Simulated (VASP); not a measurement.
Wanted: the native input for a VASP 6.6.1 run.

```yaml
Task: single point
Functional: PBE
Potentials_or_basis: VASP PAW PBE potentials, release 64 (B, Pd)
Cutoff: 520 eV
k_mesh: 4 × 4 × 4
Occupations: gaussian, width 0.1 eV
Spin: no spin polarisation
Dipole_correction: no
Further_INCAR_settings: ALGO = Fast; EDIFF = 1e-07; NBANDS = 30
```

The structure of BPd4 lies in POSCAR:

```
BPd4
1.0
    4.2149094500      0.0000000000      0.0000000000
    0.0000000000      4.2149094500      0.0000000000
    0.0000000000      0.0000000000      4.2149094500
B Pd
1 4
Direct
    0.5000000000      0.5000000000      0.5000000000
    0.2159019000      0.2159019000      0.2159019000
    0.7840981000      0.7840981000      0.2159019000
    0.7840981000      0.2159019000      0.7840981000
    0.2159019000      0.7840981000      0.7840981000
```

One way to write it, as run:

INCAR

```
SYSTEM = BPd4
ALGO     = Fast           ! electronic algorithm
EDIFF    = 1E-7           ! SCF threshold, eV
ENCUT    = 520            ! plane-wave cutoff, eV
GGA      = PE             ! functional
ISIF     = 2              ! what is computed and relaxed
ISMEAR   = 0              ! smearing method
LASPH    = .True.         ! aspherical terms in the spheres
LCHARG   = .False.        ! write CHGCAR
LREAL    = .False.        ! projectors in reciprocal space
LWAVE    = .False.        ! write WAVECAR
NBANDS   = 30             ! bands
NELM     = 80             ! most SCF steps
PREC     = Accurate       ! precision mode
SIGMA    = 0.1            ! smearing width, eV
```

KPOINTS

```
k-points
0
Gamma
  4 4 4
  0 0 0
```

Potentials or basis: VASP PAW PBE potentials, release 64 (B, Pd).

Run with:

```sh
$ cat potpaw_PBE.64/B/POTCAR potpaw_PBE.64/Pd/POTCAR > POTCAR
$ mpirun -np 1 vasp_std > vasp.out
```

Results of the run:

| Quantity | Value |
| --- | --- |
| Pressure | -0.2 GPa |
| Largest force | 3.581 eV/Å |

Caveat: the k points lie up to 0.37 Å⁻¹ apart; forces of over 1 eV/Å act on the atoms, so gaps and moduli don't describe the material at rest.

Run time: 14 s on 1 thread of Intel(R) Xeon(R) Platinum 8488C (Sapphire Rapids) (shared host), peak memory 0.17 GiB.
